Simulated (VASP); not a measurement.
Runs of VASP 6.6.1 on KBr. Symmetry: Pm-3m, No. 221, cubic system. Conventional cell: a = 3.976 Å, b = 3.976 Å, c = 3.976 Å, α = 90.00°, β = 90.00°, γ = 90.00°. K (site symmetry m-3m) has 8 Br at 3.44 Å and 6 K at 3.98 Å within 4.5 Å. Within 4.5 Å of Br (site symmetry m-3m) lie 8 K at 3.44 Å and 6 Br at 3.98 Å. 

```csv
level,k mesh,cutoff (eV),smearing,grid for exact exchange (PRECFOCK),share of exact exchange,screening parameter,gap on the mesh (eV),pressure (GPa)
PBE,4 × 4 × 4,500,methfessel-paxton 0.5 eV,-,-,-,4.02,0.9
PBE0,4 × 4 × 4,520,gaussian 0.01 eV,Normal,-,-,5.91,0.4
PBE,4 × 4 × 4,500,gaussian 0.01 eV,-,-,-,4.02,0.9
PBE,4 × 4 × 4,500,methfessel-paxton 0.001 eV,-,-,-,4.02,0.9
PBE-based screened hybrid,4 × 4 × 4,520,gaussian 0.01 eV,Normal,0.35,0.1 1/Å,6.16,(a)
PBE,4 × 4 × 4,500,tetrahedron,-,-,-,4.02,0.9
PBE,5 × 5 × 5,500,gaussian 0.01 eV,-,-,-,(b),0.9
```

Alike in all rows: task single point; potentials or basis VASP PAW PBE potentials, release 64 (K_sv, Br); no spin polarisation; cell as given.

Task: Estimate the missing entries.

Result: (a) 0.3; (b) 4.07.

Caveats: the PAW data sets were made with another functional, which shifts forces and pressure a little (some runs).

A k mesh can miss the band edges, and the runs leave out spin-orbit coupling on Br.
